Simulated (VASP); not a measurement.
Crystal: CuI.

```
CELL_PARAMETERS angstrom
0.00000 3.05158 3.05158
3.05158 0.00000 3.05158
3.05158 3.05158 0.00000
ATOMIC_POSITIONS crystal
I 0.00000 0.00000 0.00000
Cu 0.75000 0.75000 0.75000
```

Base run:

- Program: VASP 6.6.1
- Functional: RPBE
- Potentials or basis: VASP PAW PBE potentials, release 64 (I, Cu)
- Cutoff: 520 eV
- k mesh: 8 × 8 × 8
- Occupations: fermi-dirac, width 0.05 eV
- Spin: no spin polarisation

Its results: band gap on the k mesh 1.23 eV; pressure 1.6 GPa.

The run is repeated on the same cell with these changes: functional from RPBE to SVWN5; further incar settings from ALGO = Normal; EDIFF = 1e-06; NBANDS = 16 to ALGO = Normal; EDIFF = 1e-07; NBANDS = 16. What comes out?

Band gap on the k mesh 0.91 eV; pressure -4.9 GPa.

Caveats: the PAW data sets were made with another functional, which shifts forces and pressure a little; spin-orbit coupling is left out, which moves the levels of the heavy elements; the cell stands under tension (at least some runs).

